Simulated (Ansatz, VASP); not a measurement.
## Two plane-wave programs on Cd2As

```xyz
6
Lattice="0.0000 4.0738 4.0738 4.0738 0.0000 4.0738 4.0738 4.0738 0.0000" Properties=species:S:1:pos:R:3 pbc="T T T"
Cd    5.0922    5.0922    5.0922
Cd    5.0922    3.0553    3.0553
Cd    3.0553    3.0553    5.0922
Cd    3.0553    5.0922    3.0553
As    0.0000    0.0000    0.0000
As    2.0369    2.0369    2.0369
```

Alike in both runs: functional PBE; k mesh 8 × 8 × 8; occupations gaussian, width 0.1 eV; no spin polarisation.

Ansatz relaxed the structure, and its values are those at the end. VASP's run is a single point on that final structure, the one shown.

|  | VASP | Ansatz |
| --- | --- | --- |
| version | VASP 6.6.1 | Ansatz 0.2.0 |
| potentials or method | VASP PAW PBE potentials, release 64 (Cd, As), cutoff 520 eV | scalar-relativistic, plane waves, PAW |
| valence electrons in the cell | 58 | 110 |

Ansatz gave:

```
gap on the k mesh at the Fermi level (eV) : none
pressure (GPa)                            : 0.0
```

Task: Which values does VASP return?

Result: gap on the k mesh at the Fermi level (eV): none; pressure (GPa): 0.3.

A gap of «none» marks a metal or a gap that the smearing closes. The functional is the same, so the differences come from potentials, cutoffs and numerics. VASP's potentials hold 58 valence electrons a cell and Ansatz's 110, so a difference there can come from the potentials and not from the codes.
